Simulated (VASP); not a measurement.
Write the native input for VASP 6.6.1 that does the following.

| Property | Result |
| --- | --- |
| Task | single point |
| Functional | PBE |
| Potentials or basis | VASP PAW PBE potentials, release 64 (Si, C) |
| Cutoff | 520 eV |
| k mesh | 10 × 10 × 10 |
| Occupations | gaussian, width 0.02 eV |
| Spin | no spin polarisation |
| Dipole correction | no |
| Further INCAR settings | ALGO = Normal; EDIFF = 1e-07; NBANDS = 11 |

The structure of SiC lies in POSCAR:

```
SiC
1.0
    0.0000000000      2.1898629697      2.1898629697
    2.1898629697      0.0000000000      2.1898629697
    2.1898629697      2.1898629697      0.0000000000
Si C
1 1
Direct
    0.7500000000      0.7500000000      0.7500000000
    0.0000000000      0.0000000000      0.0000000000
```

These files were run (other wordings do the same):

INCAR

```
SYSTEM = SiC
PREC     = Accurate       ! precision mode
ENCUT    = 520            ! plane-wave cutoff, eV
EDIFF    = 1E-7           ! SCF threshold, eV
ISMEAR   = 0              ! smearing method
SIGMA    = 0.02           ! smearing width, eV
LREAL    = .FALSE.        ! projectors in reciprocal space
LASPH    = .TRUE.         ! aspherical terms in the spheres
NELM     = 80             ! most SCF steps
ALGO     = Normal         ! electronic algorithm
ISIF     = 2              ! what is computed and relaxed
LWAVE    = .FALSE.        ! write WAVECAR
LCHARG   = .TRUE.         ! write CHGCAR
GGA      = PE             ! functional
LELF     = .TRUE.         ! ELF
LVHAR    = .TRUE.       
NBANDS   = 11             ! bands
```

KPOINTS

```
Automatic mesh
0
G
  10 10 10
  0 0 0
```

Potentials or basis: VASP PAW PBE potentials, release 64 (Si, C).

Launch:

```sh
$ cat potpaw_PBE.64/Si/POTCAR potpaw_PBE.64/C/POTCAR > POTCAR
$ mpirun -np 1 vasp_std > vasp.out
```

Results of the run:

The pressure is 0.0 GPa and the band gap on the k mesh is 1.37 eV, indirect (least direct gap 4.53 eV).

Wall time 18 s on 1 thread of Intel Xeon 8259CL, with other jobs on the host, peak memory 0.14 GiB.
